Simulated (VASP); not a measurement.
# TiCo3 (Pm-3m) in VASP: single point with LDA

Aim: the single point of TiCo3 with LDA.

All numbers are computed with VASP 6.6.1; they aren't measurements. Logs are shortened: lines on timing, memory, paths and dates and some standing lists are left out, and cuts for length are marked.

## (1) The cell of the first run

It takes space group Pm-3m (No. 221, cubic). Conventional cell: a = 3.571 Å, b = 3.571 Å, c = 3.571 Å, α = 90.00°, β = 90.00°, γ = 90.00°. Ti (site symmetry m-3m) has 12 Co at 2.53 Å within 3.3 Å. Co (site symmetry 4/mmm) has 4 Ti at 2.53 Å and 8 Co at 2.53 Å within 3.3 Å.

## (2) Single point, LDA, collinear spin, ferromagnetic start

INCAR

```
SYSTEM = TiCo3
PREC = Accurate ; ENCUT = 520
EDIFF = 1E-6 ; ISMEAR = -1
SIGMA = 0.05 ; LREAL = .False.
LASPH = .True. ; NELM = 150
ALGO = Normal ; ISIF = 2
LWAVE = .False. ; LCHARG = .True.
ISPIN = 2 ; MAGMOM = 0 2 2 2
LORBIT = 11 ; LMAXMIX = 4
LELF = .True. ; LVHAR = .True.
NBANDS = 32
```

KPOINTS

```
regular mesh
0
Gamma
  8 8 8
  0 0 0
```

POSCAR

```
TiCo3
1.0
    3.5710000000      0.0000000000      0.0000000000
    0.0000000000      3.5710000000      0.0000000000
    0.0000000000      0.0000000000      3.5710000000
Ti Co
1 3
Direct
    0.0000000000      0.0000000000      0.0000000000
    0.0000000000      0.5000000000      0.5000000000
    0.5000000000      0.0000000000      0.5000000000
    0.5000000000      0.5000000000      0.0000000000
```

Potentials or basis: VASP PAW LDA potentials, release 64 (Ti_sv, Co).

Command:

```sh
> cat potpaw_LDA.64/Ti_sv/POTCAR potpaw_LDA.64/Co/POTCAR > POTCAR
> mpirun -np 1 vasp_std > vasp.out
```

OUTCAR:

```text
SYSTEM = TiCo3
   PREC = Accurate
   ENCUT = 520
   EDIFF = 1E-6
   ISMEAR = -1
   LREAL = .False.
   LASPH = .True.
   NELM = 150
   ISIF = 2
   ISPIN = 2
   LORBIT = 11

 ion  position               nearest neighbor table
   1  0.000  0.000  0.000-   2 2.53   3 2.53   4 2.53   2 2.53   3 2.53   2 2.53   4 2.53   2 2.53
                             3 2.53   4 2.53   3 2.53   4 2.53
   2  0.000  0.500  0.500-   1 2.53   3 2.53   4 2.53   1 2.53   4 2.53   1 2.53   3 2.53   1 2.53
                             3 2.53   4 2.53   4 2.53   3 2.53
   3  0.500  0.000  0.500-   1 2.53   2 2.53   4 2.53   1 2.53   4 2.53   2 2.53   4 2.53   4 2.53
                             1 2.53   2 2.53   1 2.53   2 2.53
   4  0.500  0.500  0.000-   1 2.53   2 2.53   3 2.53   2 2.53   3 2.53   1 2.53   3 2.53   3 2.53
                             1 2.53   2 2.53   2 2.53   1 2.53

  LATTYP: Found a simple cubic cell.
 ALAT       =     3.5710000000

  Lattice vectors:

 A1 = (   3.5710000000,   0.0000000000,   0.0000000000)
 A2 = (   0.0000000000,   3.5710000000,   0.0000000000)
 A3 = (   0.0000000000,   0.0000000000,   3.5710000000)

Analysis of symmetry for initial positions (statically):
=====================================================================
 Subroutine PRICEL returns:
 Original cell was already a primitive cell.

 Routine SETGRP: Setting up the symmetry group for a
 simple cubic supercell.

 Subroutine GETGRP returns: Found 48 space group operations
 (whereof 48 operations were pure point group operations)
 out of a pool of 48 trial point group operations.

The static configuration has the point symmetry O_h .

Analysis of symmetry for dynamics (positions and initial velocities):
=====================================================================
 Subroutine PRICEL returns:
 Original cell was already a primitive cell.

 Routine SETGRP: Setting up the symmetry group for a
 simple cubic supercell.

 Subroutine GETGRP returns: Found 48 space group operations
 (whereof 48 operations were pure point group operations)
 out of a pool of 48 trial point group operations.

The dynamic configuration has the point symmetry O_h .

Analysis of structural, dynamic, and magnetic symmetry:
=====================================================================
 Subroutine PRICEL returns:
 Original cell was already a primitive cell.

 Routine SETGRP: Setting up the symmetry group for a
 simple cubic supercell.

 Subroutine GETGRP returns: Found 48 space group operations
 (whereof 48 operations were pure point group operations)
 out of a pool of 48 trial point group operations.

The overall configuration has the point symmetry O_h .

[... 131 lines left out ...]
   LEPSILON=     F    determine dielectric tensor
   LRPA    =     F    only Hartree local field effects (RPA)
 spin polarized calculation
  energy-cutoff  :      520.00
  volume of cell :       45.54
 maximum number of plane-waves:      1245
 NGX is ok and might be reduce to    28
   NGX = 13   NGY = 13   NGZ = 13

 number of electron      39.0000040 magnetization       0.3586916

 Free energy of the ion-electron system (eV)
  ---------------------------------------------------
  ext. energy  EPLUGINS =         0.00000000
  ---------------------------------------------------
  free energy    TOTEN  =       -34.25951674 eV

  energy without entropy =      -34.21162252  energy(sigma->0) =      -34.23556963

 E-fermi :  10.0616     XC(G=0): -13.6127

 val. band max:       10.0495889513   @ k =   0.2500   0.1250   0.1250
 cond. band min:      10.0627908541   @ k =   0.5000   0.2500   0.0000
 fundamental gap:      0.0132019028
 Fermi energy:        10.0615875232

 spin component 1

 k-point     1 :       0.0000    0.0000    0.0000
  band No.  band energies     occupation
      1     -45.6807      1.00000
      2     -22.3193      1.00000
      3     -22.3193      1.00000
      4     -22.3193      1.00000
      5       2.1109      1.00000
      6       5.7429      1.00000
[... 805 lines left out ...]
     30      20.6747      0.00000
     31      22.2609      0.00000

 [... further k-points ...]

 spin component 2

 k-point     1 :       0.0000    0.0000    0.0000
  band No.  band energies     occupation
      1     -45.7155      1.00000
      2     -22.3538      1.00000
      3     -22.3538      1.00000
      4     -22.3538      1.00000
      5       2.1213      1.00000
      6       5.7996      1.00000
[... 805 lines left out ...]
     30      20.6998      0.00000
     31      22.2965      0.00000

 [... further k-points ...]

 [bands above 31 left out]

------------------------ aborting loop because EDIFF is reached ----------------------------------------

  FORCE on cell =-STRESS in cart. coord.  units (eV):
  Direction    XX          YY          ZZ          XY          YZ          ZX
  --------------------------------------------------------------------------------------
  -------------------------------------------------------------------------------------
  Total       -4.4485487     -4.4485487     -4.4485487     -0.0000000      0.0000000     -0.0000000
  in kB     -156.5162307   -156.5162307   -156.5162307     -0.0000000      0.0000000     -0.0000000
  external PRESSURE =    -156.5162307 kB  Pullay stress =       0.0000000 kB

 VOLUME and BASIS-vectors are now :
 -----------------------------------------------------------------------------
  energy-cutoff  :      520.00
  volume of cell :       45.54
      direct lattice vectors                 reciprocal lattice vectors
     3.571000000  0.000000000  0.000000000     0.280033604  0.000000000  0.000000000
     0.000000000  3.571000000  0.000000000     0.000000000  0.280033604  0.000000000
     0.000000000  0.000000000  3.571000000     0.000000000  0.000000000  0.280033604

 POSITION                                       TOTAL-FORCE (eV/Angst)
 -----------------------------------------------------------------------------------
      0.00000      0.00000      0.00000         0.000000      0.000000      0.000000
      0.00000      1.78550      1.78550         0.000000      0.000000      0.000000
      1.78550      0.00000      1.78550         0.000000      0.000000      0.000000
      1.78550      1.78550      0.00000         0.000000      0.000000      0.000000
 -----------------------------------------------------------------------------------
    total drift:                                0.000000      0.000000      0.000000

  FREE ENERGIE OF THE ION-ELECTRON SYSTEM (eV)
  ---------------------------------------------------
  free  energy   TOTEN  =       -34.2595167423 eV

  energy  without entropy=      -34.2116225233  energy(sigma->0) =      -34.23556963

 total charge

# of ion       s       p       d       tot
------------------------------------------
    1        2.270   6.195   1.972  10.437
    2        0.514   0.508   7.352   8.375
    3        0.514   0.508   7.352   8.375
    4        0.514   0.508   7.352   8.375
--------------------------------------------------
tot          3.812   7.720  24.029  35.562

 magnetization (x)

# of ion       s       p       d       tot
------------------------------------------
    1       -0.001  -0.003  -0.039  -0.042
    2       -0.000  -0.001   0.137   0.135
    3       -0.000  -0.001   0.137   0.135
    4       -0.000  -0.001   0.137   0.135
--------------------------------------------------
tot         -0.002  -0.006   0.372   0.364
```

Run time: 3.6 min. Hardware: 1 thread of AMD EPYC 7R43 (Zen 3), shared host; peak memory 0.16 GiB.

Results:

- Free energy: -34.2595 eV
- Pressure: -15.7 GPa
- Net moment: 0.36 μB per cell
- Site moments: Ti -0.04; Co +0.14 μB
- Valence electrons inside the program's atomic spheres: Ti 10.44; Co 8.38
